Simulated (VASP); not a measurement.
Sr2MgAl3:

```
CELL_PARAMETERS angstrom
6.36990 0.00000 0.00000
-3.18495 5.51650 0.00000
0.00000 0.00000 10.14000
ATOMIC_POSITIONS crystal
Sr 0.33333 0.66667 0.05962
Sr 0.66667 0.33333 0.55962
Sr 0.33333 0.66667 0.44038
Sr 0.66667 0.33333 0.94038
Mg 0.00000 0.00000 0.00000
Mg 0.00000 0.00000 0.50000
Al 0.83360 0.66720 0.25000
Al 0.16640 0.83360 0.75000
Al 0.33280 0.16640 0.25000
Al 0.16640 0.33280 0.75000
Al 0.83360 0.16640 0.25000
Al 0.66720 0.83360 0.75000
```

| Quantity | Value |
| --- | --- |
| Program | VASP 6.6.1 |
| Task | relaxation of cell and atoms |
| Functional | PBE |
| Potentials or basis | VASP PAW PBE potentials, release 64 (Sr_sv, Mg, Al) |
| Cutoff | 600 eV |
| k mesh | 3 × 3 × 2 |
| Occupations | gaussian, width 0.1 eV |
| Spin | no spin polarisation |

At the start: pressure -4.8 GPa; volume 29.69 Å³/atom.

Task: Where does the relaxation end?

Result: Over 9 steps the energy falls by 90.0 meV/atom and the volume is 25.15 Å³/atom (-15.3 %); space group P6_3/mmc (No. 194, to 0.1 Å) before and after.

Step by step:
| step | energy change (eV) | largest force (eV/Å) | pressure (GPa) | volume (Å³) |
| --- | --- | --- | --- | --- |
| 1 | 0.0000 | 0.2189 | -4.84 | 356.31 |
| 2 | -0.9420 | 0.2438 | -1.30 | 312.01 |
| 3 | -0.9890 | 0.2539 | -0.06 | 302.25 |
| 4 | -0.9894 | 0.2582 | 0.09 | 301.20 |
| 5 | -1.0205 | 0.2207 | 0.08 | 300.84 |
| 6 | -1.0736 | 0.0929 | 0.15 | 299.75 |
| 7 | -1.0763 | 0.0464 | 0.20 | 299.40 |
| 8 | -1.0764 | 0.0522 | 0.19 | 299.45 |
| 9 | -1.0802 | 0.0150 | -0.14 | 301.80 |

Final structure:
```xyz
12
Lattice="6.0311 0.0000 0.0000 -3.0155 5.2231 0.0000 0.0000 0.0000 9.5808" Properties=species:S:1:pos:R:3 pbc="T T T"
Sr    0.0000    3.4821    0.6494
Sr    3.0155    1.7410    5.4397
Sr    0.0000    3.4821    4.1410
Sr    3.0155    1.7410    8.9314
Mg    3.0155    5.2231    9.5808
Mg    3.0155    5.2231    4.7904
Al    3.0155    3.4079    2.3952
Al   -1.4435    4.3155    7.1856
Al    1.5720    0.9076    2.3952
Al    0.0000    1.8152    7.1856
Al    4.4591    0.9076    2.3952
Al    1.4435    4.3155    7.1856
```

Caveat: the k points lie up to 0.40 Å⁻¹ apart in the final cell, too coarse for converged energies and pressures of a metal; the volume moved by over 15 % at a fixed basis, so the end points are rough.
